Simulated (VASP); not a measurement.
The system is Hf3H4.

```
Hf H
1.0
    -1.66000    1.66000    7.05000
     1.66000   -1.66000    7.05000
     1.66000    1.66000   -7.05000
Hf H
3 4
Direct
  0.00000 0.00000 0.00000
  0.33330 0.33330 0.00000
  0.66670 0.66670 0.00000
  0.58330 0.08330 0.50000
  0.08330 0.58330 0.50000
  0.41670 0.91670 0.50000
  0.91670 0.41670 0.50000
```

| Item | Value |
| --- | --- |
| Program | VASP 6.6.1 |
| Task | relaxation of cell and atoms |
| Functional | PBE |
| Potentials or basis | VASP PAW PBE potentials, release 64 (Hf_pv, H) |
| Cutoff | 600 eV |
| k mesh | 7 × 7 × 7 |
| Occupations | gaussian, width 0.2 eV |
| Spin | no spin polarisation |

At the start: pressure -0.5 GPa; volume 11.10 Å³/atom.

Problem. Where does the relaxation end?

Solution. Over 4 steps the energy falls by 46.1 meV/atom and the volume is 10.95 Å³/atom (-1.4 %); space group I4/mmm (No. 139, to 0.1 Å) before and after.

Step by step:
```csv
step,energy change (eV),largest force (eV/Å),pressure (GPa),volume (Å³)
1,0.0000,2.0044,-0.50,77.71
2,-0.2820,0.7856,-0.92,77.32
3,-0.3207,0.0818,-0.60,77.13
4,-0.3226,0.0649,0.27,76.63
```

Final structure:
```
Hf H
1.0
    -1.65082    1.65082    7.02937
     1.65082   -1.65082    7.02937
     1.65082    1.65082   -7.02937
Hf H
3 4
Direct
  0.00000 0.00000 0.00000
  0.32299 0.32299 0.00000
  0.67701 0.67701 0.00000
  0.58284 0.08284 0.50000
  0.08284 0.58284 0.50000
  0.41716 0.91716 0.50000
  0.91716 0.41716 0.50000
```

Caveat: the relaxation stopped at a loose force limit of 0.08 eV/Å, so its end isn't a converged minimum.
